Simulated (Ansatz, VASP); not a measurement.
One calculation of N, two programs

```
CELL_PARAMETERS angstrom
0.00000 1.55381 1.55381
1.55381 0.00000 1.55381
1.55381 1.55381 0.00000
ATOMIC_POSITIONS crystal
N 0.00000 0.00000 0.00000
```

Alike in both runs: task single point; functional PBEsol; k mesh 28 × 28 × 28; occupations gaussian, width 0.15 eV; no spin polarisation.

```csv
,VASP,Ansatz
version,VASP 6.6.1,Ansatz 0.2.0
potentials or method,"VASP PAW PBE potentials, release 64 (N), cutoff 520 eV","scalar-relativistic, plane waves, PAW"
valence electrons in the cell,5,5
```

```csv
,VASP,Ansatz,Ansatz less VASP
gap on the k mesh at the Fermi level (eV),none,none,-
pressure (GPa),-7.5,-7.3,+0.13
```

VASP's potentials were made for PBE, not for PBEsol. A gap of «none» marks a metal or a gap that the smearing closes.
